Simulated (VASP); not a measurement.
A run of VASP 6.6.1 is set up as follows.

File INCAR:

```
ALGO = Normal
EDIFF = 1E-6
EDIFFG = -0.01
ENCUT = 600
GGA = RP
IBRION = 2
ISIF = 3
ISMEAR = -1
IVDW = 13
LASPH = T
LCHARG = F
LREAL = F
LWAVE = F
NELM = 60
NSW = 60
PREC = Accurate
SIGMA = 0.05
```

Contents of KPOINTS:

```
k-points
0
Gamma
  12 12 4
```

The input POSCAR:

```
BN
1.0
    2.4982400000      0.0000000000      0.0000000000
   -1.2491200000      2.1635393048      0.0000000000
    0.0000000000      0.0000000000      6.6357000000
N B
2 2
Direct
    0.6666666667      0.3333333333      0.2500000000
    0.3333333333      0.6666666667      0.7500000000
    0.6666666667      0.3333333333      0.7500000000
    0.3333333333      0.6666666667      0.2500000000
```

Potentials or basis: VASP PAW PBE potentials, release 64 (N, B).

Run with:

```console
$ cat potpaw_PBE.64/N/POTCAR potpaw_PBE.64/B/POTCAR > POTCAR
$ mpirun -np 1 vasp_std > vasp.out
```

**Question.** Predict the space group after relaxing (to 0.1 Å).

**Answer.** P6_3/mmc (No. 194).

**Question.** Estimate the relaxed cell.

**Answer.** a = 2.510 Å, b = 2.510 Å, c = 6.116 Å, α = 90.00°, β = 90.00°, γ = 120.00°.

The path:
```tsv
step	energy change (eV)	largest force (eV/Å)	pressure (GPa)	volume (Å³)
1	0.0000	0.0000	2.84	35.87
2	0.0131	0.0000	-7.25	36.69
3	-0.0068	0.0000	-1.01	36.17
4	-0.0094	0.0000	-0.99	35.97
5	-0.0165	0.0000	-0.91	35.37
6	-0.0267	0.0000	-0.62	34.18
7	-0.0163	0.0000	0.76	31.80
8	-0.0290	0.0000	-0.36	33.57
9	-0.0291	0.0000	-0.28	33.38
10	-0.0269	0.0000	2.37	33.16
11	-0.0291	0.0000	0.00	33.36
```

Caveat: the PAW data sets were made with another functional, which shifts forces and pressure a little.
